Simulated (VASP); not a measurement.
Set up this calculation in VASP 6.6.1, as the native input.

| Quantity | Value |
| --- | --- |
| Task | relaxation of cell and atoms |
| Functional | LDA |
| Potentials or basis | VASP PAW LDA potentials, release 64 (As) |
| Cutoff | 600 eV |
| k mesh | 8 × 8 × 8 |
| Occupations | methfessel-paxton, width 0.15 eV |
| Spin | no spin polarisation |
| Dipole correction | no |
| Further INCAR settings | ALGO = Normal; EDIFF = 1e-06; IBRION = 2; EDIFFG = -0.01; NSW = 60; ISIF = 3 |

The structure of As lies in POSCAR:

```
As
1.0
    2.7036817400      0.0000000000      0.0000000000
    0.0000000000      2.7036817400      0.0000000000
    0.0000000000      0.0000000000      2.7036817400
As
1
Direct
    0.5000000000      0.5000000000      0.5000000000
```

One way to write it, as run:

INCAR

```
PREC = Accurate ; ENCUT = 600
EDIFF = 1E-6 ; ISMEAR = 1
SIGMA = 0.15 ; LREAL = F
LASPH = T ; NELM = 60
ALGO = Normal ; ISIF = 3
LWAVE = F ; LCHARG = F
GGA = CA ; IBRION = 2
NSW = 60 ; EDIFFG = -0.01
```

KPOINTS

```
regular mesh
0
Gamma
  8 8 8
```

Potentials or basis: VASP PAW LDA potentials, release 64 (As).

The run is started by

```bash
$ cat potpaw_LDA.64/As/POTCAR > POTCAR
$ mpirun -np 1 vasp_std > vasp.out
```

It gave:

```
Relaxed volume                         : 19.39 Å³/atom
Relaxed cell                           : a = 2.687 Å, b = 2.687 Å, c = 2.687 Å, α = 90.00°, β = 90.00°, γ = 90.00°
Space group after relaxing (to 0.05 Å) : Pm-3m (No. 221)
Energy gained by relaxing              : 2.1 meV/atom
Ionic steps                            : 3
Pressure after relaxing                : 0.0 GPa
```

Wall time 9.7 s on 1 thread of Intel Xeon 8259CL, on a shared host, peak memory 0.13 GiB.
